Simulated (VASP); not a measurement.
# Pt (P6_3/mmc) in VASP: further runs, part 2 of 2

VASP 6.6.1. The steps go on from the part before.

## Step 5: Single point, LDA, collinear spin (17.53 Å³/atom)

This run uses another cell than the first one, of 17.53 Å³/atom.

INCAR reads:

```
ALGO     = Normal         # electronic algorithm
EDIFF    = 1E-6           # SCF threshold, eV
ENCUT    = 570            # plane-wave cutoff, eV
GGA      = CA             # functional
GGA_COMPAT= F            
ISIF     = 2              # what is computed and relaxed
ISMEAR   = 0              # smearing method
ISPIN    = 2              # spin polarisation
LASPH    = T              # aspherical terms in the spheres
LCHARG   = F              # write CHGCAR
LMAXMIX  = 4              # l up to which the mixer works
LORBIT   = 11             # projections on sites
LREAL    = F              # projectors in reciprocal space
LWAVE    = F              # write WAVECAR
MAGMOM   = 0.45 0.45      # initial moments
NBANDS   = 29             # bands
NELM     = 200            # most SCF steps
NUPDOWN  = 0.9            # fixed moment
PREC     = Accurate       # precision mode
SIGMA    = 0.15           # smearing width, eV
```

KPOINTS reads:

```
k-points
0
Gamma
  21 21 10
```

POSCAR reads:

```
Pt
1.0
    2.8619386323      0.0000000000      0.0000000000
   -1.4309693161      2.4785115596      0.0000000000
    0.0000000000      0.0000000000      4.9418131020
Pt
2
Direct
    0.6666666667      0.3333333333      0.7500000000
    0.3333333333      0.6666666667      0.2500000000
```

Potentials or basis: VASP PAW LDA potentials, release 64 (Pt_sv_GW).

The run is started by

```
$ cat potpaw_LDA.64/Pt_sv_GW/POTCAR > POTCAR
$ mpirun -np 1 vasp_std > vasp.out
```

OUTCAR:

```text
EDIFF = 1E-6
   ENCUT = 570
   GGA = CA
   ISIF = 2
   ISMEAR = 0
   ISPIN = 2
   LASPH = T
   LORBIT = 11
   LREAL = F
   NELM = 200
   NUPDOWN = 0.9
   PREC = Accurate

 ion  position               nearest neighbor table
   1  0.667  0.333  0.750-   2 2.97   2 2.97   2 2.97   2 2.97   2 2.97   2 2.97
   2  0.333  0.667  0.250-   1 2.97   1 2.97   1 2.97   1 2.97   1 2.97   1 2.97

  LATTYP: Found a hexagonal cell.
 ALAT       =     2.8619386323
 C/A-ratio  =     1.7267362222

  Lattice vectors:

 A1 = (   2.8619386323,   0.0000000000,   0.0000000000)
 A2 = (  -1.4309693161,   2.4785115596,   0.0000000000)
 A3 = (   0.0000000000,   0.0000000000,   4.9418131020)

Analysis of symmetry for initial positions (statically):
=====================================================================
 Subroutine PRICEL returns:
 Original cell was already a primitive cell.

 Routine SETGRP: Setting up the symmetry group for a
 hexagonal supercell.

 Subroutine GETGRP returns: Found 24 space group operations
 (whereof 12 operations were pure point group operations)
 out of a pool of 24 trial point group operations.

The static configuration has the point symmetry D_3d.
 The point group associated with its full space group is D_6h.

Analysis of symmetry for dynamics (positions and initial velocities):
=====================================================================
 Subroutine PRICEL returns:
 Original cell was already a primitive cell.

 Routine SETGRP: Setting up the symmetry group for a
 hexagonal supercell.

 Subroutine GETGRP returns: Found 24 space group operations
 (whereof 12 operations were pure point group operations)
 out of a pool of 24 trial point group operations.

The dynamic configuration has the point symmetry D_3d.
 The point group associated with its full space group is D_6h.

Analysis of structural, dynamic, and magnetic symmetry:
=====================================================================
 Subroutine PRICEL returns:
 Original cell was already a primitive cell.

 Routine SETGRP: Setting up the symmetry group for a
 hexagonal supercell.

 Subroutine GETGRP returns: Found 24 space group operations
 (whereof 12 operations were pure point group operations)
 out of a pool of 24 trial point group operations.

The overall configuration has the point symmetry D_3d.
 The point group associated with its full space group is D_6h.

 Subroutine INISYM returns: Found 24 space group operations
 (whereof 12 operations are pure point group operations),
 and found     1 'primitive' translations

----------------------------------------------------------------------------------------

                                     Primitive cell

  volume of cell :      35.0540

  direct lattice vectors                    reciprocal lattice vectors
     2.861938632  0.000000000  0.000000000     0.349413502  0.201733979  0.000000000
    -1.430969316  2.478511560  0.000000000     0.000000000  0.403467959  0.000000000
     0.000000000  0.000000000  4.941813102     0.000000000  0.000000000  0.202354881

  length of vectors
     2.861938632  2.861938632  4.941813102     0.403467959  0.403467959  0.202354881

  position of ions in fractional coordinates (direct lattice)
     0.666666667  0.333333333  0.750000000
[... 73 lines left out ...]
   LNONCOLLINEAR =      F non collinear calculations
   LSORBIT =      F    spin-orbit coupling
   LASPH  =      T    aspherical Exc in radial PAW
   ENCUT  =  570.0 eV  41.89 Ry    6.47 a.u.   5.57  5.57  9.62*2*pi/ulx,y,z
   NELM   =    200;   NELMIN=  2; NELMDL= -5     # of ELM steps
   EDIFF  = 0.1E-05   stopping-criterion for ELM
   LREAL  =      F    real-space projection
   EDIFFG = 0.1E-04   stopping-criterion for IOM
   NSW    =      0    number of steps for IOM
   IBRION =     -1    ionic relax: 0-MD 1-quasi-New 2-CG
   NFREE  =      0    steps in history (QN), initial steepest desc. (CG)
   ISIF   =      2    stress and relaxation
   ISYM   =      2    0-nonsym 1-usesym 2-fastsym
   POTIM  = 0.5000    time-step for ionic-motion
   TEBEG  =    0.0;   TEEND  =   0.0 temperature during run
   PSTRESS=    0.0 pullay stress
   NELECT =      36.0000    total number of electrons
   NUPDOWN=       0.9000    fix difference up-down
   EMIN   =  10.00;   EMAX   =-10.00  energy-range for DOS
   EFERMI =   0.00;   METHOD = LEGACY
   ISMEAR =     0;   SIGMA  =   0.15  broadening in eV -4-tet -1-fermi 0-gaus
   EFERMI_NEDOS =   21; number of points for ismear=-14 and -15
   IALGO  =     38    algorithm
   IMIX   =      4    mixing-type and parameters
     AMIX     =   0.40;   BMIX     =  1.00
     AMIX_MAG =   1.60;   BMIX_MAG =  1.00
  volume/ion in A,a.u.               =      17.53       118.28
  Fermi-wavevector in a.u.,A,eV,Ry     =   1.651695  3.121251 37.117996  2.728096
  Thomas-Fermi vector in A             =   2.740431
   LORBIT       =     11    0 simple, 1 ext, 2 COOP (PROOUT), +10 PAW based schemes
   GGA     = CA    functional components
   LHFCALC =     F    Hartree Fock is set to
   AEXX    =    0.0000 exact exchange contribution
   IVDW    =     0    specifies the selected vdW correction
   LEPSILON=     F    determine dielectric tensor
   LRPA    =     F    only Hartree local field effects (RPA)
 spin polarized calculation
 Gauss-broadening in eV      SIGMA  =   0.15
  energy-cutoff  :      570.00
  volume of cell :       35.05
 maximum number of plane-waves:      1123
 NGX is ok and might be reduce to    24
   NGX = 11   NGY = 11   NGZ = 19

 number of electron      36.0000003 magnetization       0.9000001

 Free energy of the ion-electron system (eV)
  ---------------------------------------------------
  ext. energy  EPLUGINS =         0.00000000
  ---------------------------------------------------
  free energy    TOTEN  =       -13.91125128 eV

  energy without entropy =      -13.87009183  energy(sigma->0) =      -13.89067156

 E-fermi :   7.8277     XC(G=0): -13.4178

 val. band max:        7.9827014536   @ k =   0.2381   0.1429   0.3000
 cond. band min:       7.8285638513   @ k =   0.2381   0.0476   0.2000
 fundamental gap:     -0.1541376023
 Fermi energy:         7.9828904846

 spin component 1

 k-point     1 :       0.0000    0.0000    0.0000
  band No.  band energies     occupation
      1     -89.9849      1.00000
      2     -89.9741      1.00000
      3     -44.4335      1.00000
      4     -44.3050      1.00000
      5     -44.3050      1.00000
      6     -44.2766      1.00000
[... 757 lines left out ...]
     28      27.6630      0.00000
     29      28.2445      0.00000

 [... further k-points ...]

 spin component 2

 k-point     1 :       0.0000    0.0000    0.0000
  band No.  band energies     occupation
      1     -89.7609      1.00000
      2     -89.7500      1.00000
      3     -44.1722      1.00000
      4     -44.0391      1.00000
      5     -44.0391      1.00000
      6     -44.0105      1.00000
[... 757 lines left out ...]
     28      27.7629      0.00000
     29      28.3600      0.00000

 [... further k-points ...]

------------------------ aborting loop because EDIFF is reached ----------------------------------------

  FORCE on cell =-STRESS in cart. coord.  units (eV):
  Direction    XX          YY          ZZ          XY          YZ          ZX
  --------------------------------------------------------------------------------------
  -------------------------------------------------------------------------------------
  Total       -6.9741380     -6.9741380     -6.7453961     -0.0000000      0.0000000      0.0000000
  in kB     -318.7597920   -318.7597920   -308.3049215     -0.0000000      0.0000000      0.0000000
  external PRESSURE =    -315.2748352 kB  Pullay stress =       0.0000000 kB

 VOLUME and BASIS-vectors are now :
 -----------------------------------------------------------------------------
  energy-cutoff  :      570.00
  volume of cell :       35.05
      direct lattice vectors                 reciprocal lattice vectors
     2.861938632  0.000000000  0.000000000     0.349413502  0.201733979  0.000000000
    -1.430969316  2.478511560  0.000000000     0.000000000  0.403467959  0.000000000
     0.000000000  0.000000000  4.941813102     0.000000000  0.000000000  0.202354881

 POSITION                                       TOTAL-FORCE (eV/Angst)
 -----------------------------------------------------------------------------------
      1.43097      0.82617      3.70636        -0.000000      0.000000      0.000000
     -0.00000      1.65234      1.23545         0.000000     -0.000000      0.000000
 -----------------------------------------------------------------------------------
    total drift:                               -0.000000      0.000000     -0.000000

  FREE ENERGIE OF THE ION-ELECTRON SYSTEM (eV)
  ---------------------------------------------------
  free  energy   TOTEN  =       -13.9112512842 eV

  energy  without entropy=      -13.8700918291  energy(sigma->0) =      -13.89067156

 total charge

# of ion       s       p       d       f       tot
--------------------------------------------------
    1        3.981   6.057   7.797   0.013  17.848
    2        3.981   6.057   7.797   0.013  17.848
--------------------------------------------------
tot          7.963  12.114  15.594   0.026  35.696

 magnetization (x)

# of ion       s       p       d       f       tot
--------------------------------------------------
    1        0.019   0.001   0.458   0.000   0.478
    2        0.019   0.001   0.458   0.000   0.478
--------------------------------------------------
tot          0.039   0.002   0.915   0.001   0.956
```

Wall time 2.9 min (1 thread of Intel Xeon 6975P-C (Granite Rapids), shared host); peak memory 0.52 GiB.

Results:

```
Free energy                                           : -13.9113 eV
Pressure                                              : -31.5 GPa
Net moment                                            : 0.90 μB per cell
Site moments                                          : Pt +0.48 μB
Valence electrons inside the program's atomic spheres : Pt 17.85
```

Caveat: the cell stands under tension; spin-orbit coupling is left out, which moves the levels of the heavy elements; the total moment is fixed, so each spin has its own Fermi level and the state may be an excited one.

## Step 6: Single point, LDA, collinear spin (13.52 Å³/atom)

This run uses another cell than the first one, of 13.52 Å³/atom.

INCAR reads:

```
SYSTEM = Pt
ALGO = Normal
EDIFF = 1E-6
ENCUT = 570
GGA_COMPAT = .False.
ISIF = 2
ISMEAR = 0
ISPIN = 2
LASPH = .True.
LCHARG = .False.
LMAXMIX = 4
LORBIT = 11
LREAL = .False.
LWAVE = .False.
MAGMOM = 0.2 0.2
NBANDS = 29
NELM = 200
NUPDOWN = 0.4
PREC = Accurate
SIGMA = 0.15
```

KPOINTS reads:

```
k-points
0
Gamma
  21 21 10
  0 0 0
```

POSCAR reads:

```
Pt
1.0
    2.6244633715      0.0000000000      0.0000000000
   -1.3122316858      2.2728519510      0.0000000000
    0.0000000000      0.0000000000      4.5317559673
Pt
2
Direct
    0.6666666667      0.3333333333      0.7500000000
    0.3333333333      0.6666666667      0.2500000000
```

Potentials or basis: VASP PAW LDA potentials, release 64 (Pt_sv_GW).

The run is started by

```
$ cat potpaw_LDA.64/Pt_sv_GW/POTCAR > POTCAR
$ mpirun -np 1 vasp_std > vasp.out
```

It took 2.9 min on 1 thread of Intel Xeon 6975P-C (Granite Rapids), shared host; peak memory 0.41 GiB.

Results (log left out):

```yaml
Free_energy: -14.2249 eV
Pressure: 36.7 GPa
Net_moment: 0.40 μB per cell
Site_moments: Pt +0.21 μB
```

Stress tensor (GPa, compression positive):
```
38.87  0.00  0.00
 0.00 38.87  0.00
 0.00  0.00 32.30
```

Caveat: the stress differs along the axes, from 32 to 39 GPa; spin-orbit coupling is left out, which moves the levels of the heavy elements; the total moment is fixed, so each spin has its own Fermi level and the state may be an excited one.

## Step 7: The runs side by side

```tsv
fixed moment (μB)	cell	pressure (GPa)	moment (μB)
0.8	a = 2.748, b = 2.748, c = 4.746 Å, angles 90.0, 90.0, 120.0°, 2 atoms	-11.3	0.80
0.7	a = 2.624, b = 2.624, c = 4.532 Å, angles 90.0, 90.0, 120.0°, 2 atoms	37.2	0.70
0.7	a = 2.748, b = 2.748, c = 4.746 Å, angles 90.0, 90.0, 120.0°, 2 atoms	-11.5	0.70
0.9	a = 2.862, b = 2.862, c = 4.942 Å, angles 90.0, 90.0, 120.0°, 2 atoms	-31.5	0.90
0.4	a = 2.624, b = 2.624, c = 4.532 Å, angles 90.0, 90.0, 120.0°, 2 atoms	36.7	0.40
```

Alike in all rows: task single point; level LDA; potentials or basis VASP PAW LDA potentials, release 64 (Pt_sv_GW); spin collinear; k mesh 21 × 21 × 10; cutoff (eV) 570; smearing gaussian 0.15 eV.

Caveats: spin-orbit coupling is left out, which moves the levels of the heavy elements; the total moment is fixed, so each spin has its own Fermi level and the state may be an excited one; the cell stands under tension (at least some runs); the stress differs along the axes, from 32 to 40 GPa (at least some runs); the stress differs along the axes, from 32 to 39 GPa (at least some runs).

Total energies depend on the potentials used, so only differences within one code and one set of settings carry meaning.
